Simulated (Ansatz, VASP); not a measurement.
Two plane-wave programs on Nb

Contents of POSCAR:

```
Nb
1.0
   -1.6639500000      1.6639500000      1.6639500000
    1.6639500000     -1.6639500000      1.6639500000
    1.6639500000      1.6639500000     -1.6639500000
Nb
1
Direct
    0.0000000000      0.0000000000      0.0000000000
```

Contents of INCAR.step1:

```
  PREC = Accurate
  ENCUT = 520
  ISMEAR = 0
  SIGMA = 0.15
  LREAL = False
  LASPH = True
  NELM = 60
  NBANDS = 12
  GGA = PE
  ALGO = Normal
  EDIFF = 1E-4
  LWAVE = True
  LCHARG = False
```

Contents of INCAR.step2:

```
  PREC = Accurate
  ENCUT = 520
  EDIFF = 1E-6
  ISMEAR = 0
  SIGMA = 0.15
  LREAL = False
  LASPH = True
  NELM = 60
  ALGO = Normal
  ISIF = 2
  LWAVE = False
  LCHARG = False
  METAGGA = R2SCAN
  LMIXTAU = True
  NBANDS = 12
  ISTART = 1
```

Contents of KPOINTS:

```
regular mesh
0
Gamma
  20 20 20
```

Input for Ansatz:

```yaml
crystal:
  lattice:
    - [-1.66395, 1.66395, 1.66395]
    - [1.66395, -1.66395, 1.66395]
    - [1.66395, 1.66395, -1.66395]
  atoms:
    - { symbol: Nb, position: [0.0, 0.0, 0.0] }
basis:
  ecutwfc: 500
kpoints:
  mp_grid: { grid: [20, 20, 20] }
hamiltonian:
  xc: r2scan
scf:
  occupations: { method: gaussian, width: 0.15 }
output:
  forces: true
  stress: true
  eigenvalues: true
```

Alike in both runs: task single point; functional r2SCAN; k mesh 20 × 20 × 20; occupations gaussian, width 0.15 eV; no spin polarisation.

|  | VASP | Ansatz |
| --- | --- | --- |
| version | VASP 6.6.1 | Ansatz 0.2.0 |
| potentials or method | VASP PAW PBE potentials, release 64 (Nb_sv), cutoff 520 eV | scalar-relativistic, plane waves, PAW |
| valence electrons in the cell | 13 | 13 |

VASP gave:

| Quantity | Value |
| --- | --- |
| gap on the k mesh at the Fermi level (eV) | none |
| pressure (GPa) | -3.9 |

Estimate Ansatz's values.

gap on the k mesh at the Fermi level (eV): none; pressure (GPa): -3.8.

VASP's potentials were made for PBE, not for r2SCAN. A gap of «none» marks a metal or a gap that the smearing closes.
